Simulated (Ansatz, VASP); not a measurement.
## One calculation of TlBr, two programs

File POSCAR:

```
TlBr
1.0
    3.8402443642      0.0000000000      0.0000000000
    0.0000000000      3.8402443642      0.0000000000
    0.0000000000      0.0000000000      3.8402443642
Tl Br
1 1
Direct
    0.0000000000      0.0000000000      0.0000000000
    0.5000000000      0.5000000000      0.5000000000
```

The input INCAR.step1:

```
SYSTEM = TlBr
  PREC = Accurate
  ENCUT = 550
  ISMEAR = 0
  SIGMA = 0.01
  LREAL = .FALSE.
  LASPH = .TRUE.
  NELM = 120
  NBANDS = 17
  GGA = PE
  ALGO = Normal
  EDIFF = 1E-5
  LWAVE = .TRUE.
  LCHARG = .FALSE.
  GGA_COMPAT = .FALSE.
```

Contents of INCAR.step2:

```
SYSTEM = TlBr
  PREC = Accurate
  ENCUT = 550
  EDIFF = 1E-6
  ISMEAR = 0
  SIGMA = 0.01
  LREAL = .FALSE.
  LASPH = .TRUE.
  NELM = 120
  ALGO = Normal
  ISIF = 2
  LWAVE = .FALSE.
  LCHARG = .FALSE.
  METAGGA = R2SCAN
  LMIXTAU = .TRUE.
  NBANDS = 17
  ISTART = 1
  GGA_COMPAT = .FALSE.
```

KPOINTS

```
regular mesh
0
G
  6 6 6
  0 0 0
```

Input for Ansatz:

```yaml
crystal:
  lattice:
    - [3.8402443642, 0.0, 0.0]
    - [0.0, 3.8402443642, 0.0]
    - [0.0, 0.0, 3.8402443642]
  atoms:
    - { symbol: Tl, position: [0.0, 0.0, 0.0] }
    - { symbol: Br, position: [0.5, 0.5, 0.5] }
kpoints:
  mp_grid: { grid: [6, 6, 6] }
scf:
  occupations: { method: fixed }
  convergence: { dr2_threshold: 1.0e-10 }
hamiltonian:
  xc: r2scan
  pseudopotentials: { kind: paw }
output:
  forces: true
  stress: true
  eigenstates:
    kpoints:
      - [0.0, 0.0, 0.0]
      - [0.0, 0.0, 0.5]
      - [0.0, 0.5, 0.0]
      - [0.5, 0.0, 0.0]
      - [0.5, 0.5, 0.5]
      - [-0.184209555, -0.184209555, -0.184209552]
      - [-0.184209555, -0.184209555, 0.184209552]
      - [-0.184209555, 0.184209552, -0.184209555]
      - [-0.184209555, 0.184209552, 0.184209555]
      - [-0.5, -0.5, 0.0]
      - [-0.5, 0.0, -0.5]
      - [0.0, -0.5, -0.5]
  eigenvalues: true
```

Alike in both runs: task single point; functional r2SCAN; k mesh 6 × 6 × 6; no spin polarisation.

```csv
,VASP,Ansatz
version,VASP 6.6.1,Ansatz 0.2.0
potentials or method,"VASP PAW PBE potentials, release 64 (Tl_d, Br)","PAW with Ansatz's default frozen-core files, scalar-relativistic"
plane-wave cutoff (eV),550,500
occupations,"gaussian, width 0.01 eV",fixed
valence electrons in the cell,20,20
```

|  | VASP | Ansatz | Ansatz less VASP |
| --- | --- | --- | --- |
| gap on the k mesh at the Fermi level (eV) | 2.00 | 1.99 | -0.006 |
| pressure (GPa) | 4.0 | 4.0 | +0.04 |

VASP's potentials were made for PBE, not for r2SCAN.

Spin-orbit coupling is off throughout.
